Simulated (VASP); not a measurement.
The system is Co.

```
Co
1.0
     2.47200    0.00000    0.00000
    -1.23600    2.14081    0.00000
     0.00000    0.00000    4.02114
Co
2
Direct
  0.66667 0.33333 0.75000
  0.33333 0.66667 0.25000
```

Base run:

```yaml
Program: VASP 6.6.1
Functional: PBEsol
Potentials_or_basis: VASP PAW PBE potentials, release 64 (Co)
Cutoff: 520 eV
k_mesh: 12 × 12 × 7
Occupations: fermi-dirac, width 0.05 eV
Spin: collinear spin, antiferromagnetic start
Starting_moments: "[2.0, -2.0] μB"
```

Its results: band gap on the k mesh zero (filled and empty bands overlap); pressure -14.7 GPa.

**Question.** The run is repeated on the same cell with these changes: spin from collinear spin, antiferromagnetic start to no spin polarisation; further incar settings from ALGO = Normal; EDIFF = 1e-07; NBANDS = 20 to ALGO = Fast; EDIFF = 1e-06; NBANDS = 16. What comes out?

**Answer.** Band gap on the k mesh zero (bands 9 and 10 overlap by 1.42 eV); pressure -17.9 GPa.

Caveats: the cell stands under tension; the PAW data sets were made with another functional, which shifts forces and pressure a little; the antiferromagnetic order is the one typed at the start, and another may lie lower (at least some runs).
